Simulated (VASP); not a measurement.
Crystal: ReS.

```
Re S
1.0
     0.00000    2.46170    2.46170
     2.46170    0.00000    2.46170
     2.46170    2.46170    0.00000
Re S
1 1
Direct
  0.00000 0.00000 0.00000
  0.50000 0.50000 0.50000
```

Base run:

```yaml
Program: VASP 6.6.1
Functional: PBE
Potentials_or_basis: VASP PAW PBE potentials, release 64 (Re_sv_GW, S)
Cutoff: 500 eV
k_mesh: 14 × 14 × 14
Occupations: gaussian, width 0.1 eV
Spin: collinear spin, ferromagnetic start
Starting_moments: "[3.5, 0.0] μB"
```

Its results: pressure 0.2 GPa; net moment 0.90 μB per cell; site moments Re +0.84; S +0.01 μB.

Task: The run is repeated on the same cell with these changes: potentials or basis from VASP PAW PBE potentials, release 64 (Re_sv_GW, S) to VASP PAW PBE potentials, release 64 (Re, S); cutoff from 500 eV to 520 eV; further incar settings from ALGO = Normal; EDIFF = 1e-06; NBANDS = 22 to ALGO = Normal; EDIFF = 1e-06; NBANDS = 18; valence electrons from 21 to 13. What comes out?

Result: Pressure 2.4 GPa; net moment 0.86 μB per cell; site moments Re +0.81; S +0.01 μB.
